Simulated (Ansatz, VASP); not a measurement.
## One calculation of Bi, two programs

The input POSCAR:

```
Bi
1.0
    5.5501384003      0.0000000000      0.0000000000
   -2.7750692002      4.8065608491      0.0000000000
    0.0000000000      0.0000000000      3.2617357749
Bi
3
Direct
    0.0000000000      1.0000000000      0.0000000000
    0.3333333333      0.6666666667      0.5000000000
    0.6666666667      0.3333333333      0.5000000000
```

INCAR.step1

```
PREC = Accurate
ENCUT = 550
ISMEAR = -1
SIGMA = 0.1
LREAL = F
LASPH = T
NELM = 120
NBANDS = 30
GGA = PE
ALGO = Normal
EDIFF = 1E-5
LWAVE = T
LCHARG = F
GGA_COMPAT = F
```

Contents of INCAR.step2:

```
PREC = Accurate
ENCUT = 550
EDIFF = 1E-6
ISMEAR = -1
SIGMA = 0.1
LREAL = F
LASPH = T
NELM = 120
ALGO = Normal
ISIF = 2
LWAVE = F
LCHARG = F
METAGGA = R2SCAN
LMIXTAU = T
NBANDS = 30
ISTART = 1
GGA_COMPAT = F
```

Contents of KPOINTS:

```
regular mesh
0
Gamma
  7 7 11
```

Input for Ansatz:

```yaml
crystal:
  lattice:
    - [5.5501384003, 0.0, 0.0]
    - [-2.7750692002, 4.8065608491, 0.0]
    - [0.0, 0.0, 3.2617357749]
  atoms:
    - { symbol: Bi, position: [0.0, 1.0, 0.0] }
    - { symbol: Bi, position: [0.3333333333, 0.6666666667, 0.5] }
    - { symbol: Bi, position: [0.6666666667, 0.3333333333, 0.5] }
hamiltonian:
  xc: r2scan
  pseudopotentials:
    kind: paw
    azcp:
      Bi: "pseudopotentials/Bi.paw.azcp"
basis:
  ecutwfc: 500
  fft_grid_basis: typed
kpoints:
  mp_grid: { grid: [7, 7, 11], shift: [0, 0, 0] }
magnetization:
  spin_polarized: false
scf:
  occupations: { method: fermi_dirac, width: 0.1 }
  lower_state_search: "off"
output:
  stress: true
```

Alike in both runs: task single point; functional r2SCAN; k mesh 7 × 7 × 11; occupations fermi-dirac, width 0.1 eV; no spin polarisation.

|  | VASP | Ansatz |
| --- | --- | --- |
| version | VASP 6.6.1 | Ansatz 0.2.0 |
| potentials or method | VASP PAW PBE potentials, release 64 (Bi_d), cutoff 550 eV | plane waves (500 eV) with PAW, scalar-relativistic |
| valence electrons in the cell | 45 | 45 |

VASP gave:

```
pressure (GPa)                                                : 5.5
traceless stress, the component that is largest in VASP (GPa) : 1.30
```

What did Ansatz give for the same quantities?

Pressure (GPa): 5.6; traceless stress, the component that is largest in VASP (GPa): 1.31.

VASP's potentials were made for PBE, not for r2SCAN. With one functional, cell and mesh, what is left measures potentials, basis and numerics.

Neither program's run includes spin-orbit coupling.
